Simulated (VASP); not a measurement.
**MgSn2O3: relaxation of cell and atoms with PBE**

MgSn2O3:

```xyz
6
Lattice="6.1975 0.0000 0.0000 -3.0988 5.3672 0.0000 0.0000 0.0000 3.9389" Properties=species:S:1:pos:R:3 pbc="T T T"
Mg    0.0000    0.0000    1.9694
Sn    0.0000    3.5781    1.9694
Sn    3.0988    1.7891    1.9694
O     0.0000    3.5781    0.0000
O     3.0988    1.7891    0.0000
O     0.0000    0.0000    0.0000
```

The cell was generated, and may not be a known phase.

| Quantity | Value |
| --- | --- |
| Program | VASP 6.6.1 |
| Task | relaxation of cell and atoms |
| Functional | PBE |
| Potentials or basis | VASP PAW PBE potentials, release 64 (Mg, Sn_d, O) |
| Cutoff | 600 eV |
| k mesh | 6 × 6 × 10 |
| Occupations | gaussian, width 0.1 eV |
| Spin | no spin polarisation |
| Dipole correction | no |
| Further INCAR settings | ALGO = Fast; EDIFF = 1e-07; IBRION = 2; EDIFFG = -0.01; NSW = 100; ISIF = 3 |

```yaml
Relaxed_volume: 21.32 Å³/atom
Relaxed_cell: a = 6.128 Å, b = 6.128 Å, c = 3.934 Å, α = 90.00°, β = 90.00°, γ = 120.00°
Space_group_after_relaxing_to_0.1_Å: P6/mmm (No. 191)
Energy_gained_by_relaxing: 0.6 meV/atom
Ionic_steps: 7
Pressure_after_relaxing: 0.0 GPa
Band_gap_on_the_k_mesh: zero (bands 24 and 25 overlap by 0.60 eV)
```

Step by step:
| step | energy change (eV) | largest force (eV/Å) | pressure (GPa) | volume (Å³) |
| --- | --- | --- | --- | --- |
| 1 | 0.0000 | 0.0000 | -0.32 | 131.02 |
| 2 | -0.0010 | 0.0000 | -0.01 | 130.18 |
| 3 | -0.0010 | 0.0000 | 0.05 | 130.04 |
| 4 | -0.0016 | 0.0000 | 0.04 | 129.79 |
| 5 | -0.0027 | 0.0000 | 0.03 | 129.01 |
| 6 | -0.0032 | 0.0000 | 0.02 | 127.48 |
| 7 | -0.0033 | 0.0000 | 0.03 | 127.93 |

Final structure:
```
Mg Sn O
1.0
     6.12778    0.00000    0.00000
    -3.06389    5.30681    0.00000
     0.00000    0.00000    3.93396
Mg Sn O
1 2 3
Direct
  0.00000 0.00000 0.50000
  0.33333 0.66667 0.50000
  0.66667 0.33333 0.50000
  0.33333 0.66667 0.00000
  0.66667 0.33333 0.00000
  0.00000 0.00000 0.00000
```

Levels at points of the mesh, in eV from the Fermi level:
| k point | band 20 | band 21 | band 22 | band 23 | band 24 | band 25 | band 26 | band 27 | band 28 |
| --- | --- | --- | --- | --- | --- | --- | --- | --- | --- |
| (0.00, 0.00, 0.00) | -2.90 | -2.09 | -1.84 | -0.75 | -0.75 | 1.51 | 1.51 | 3.05 | 3.05 |
| (0.50, 0.00, 0.00) | -2.57 | -2.56 | -1.85 | -0.73 | -0.57 | 0.89 | 1.31 | 4.43 | 4.64 |
| (0.00, 0.00, 0.50) | -2.08 | -0.49 | -0.49 | -0.19 | -0.19 | 0.55 | 1.61 | 1.61 | 2.99 |
| (0.50, 0.00, 0.50) | -1.91 | -0.85 | -0.61 | -0.47 | -0.15 | 0.25 | 2.64 | 3.74 | 4.07 |

Run time: 26 min on 1 thread of Oxide Virtual Turin-like Processor, with other jobs on the host, peak memory 0.37 GiB.

Caveat: semilocal functionals underestimate gaps, and a narrow one can read as zero; spin-orbit coupling is left out, which moves the levels of the heavy elements.
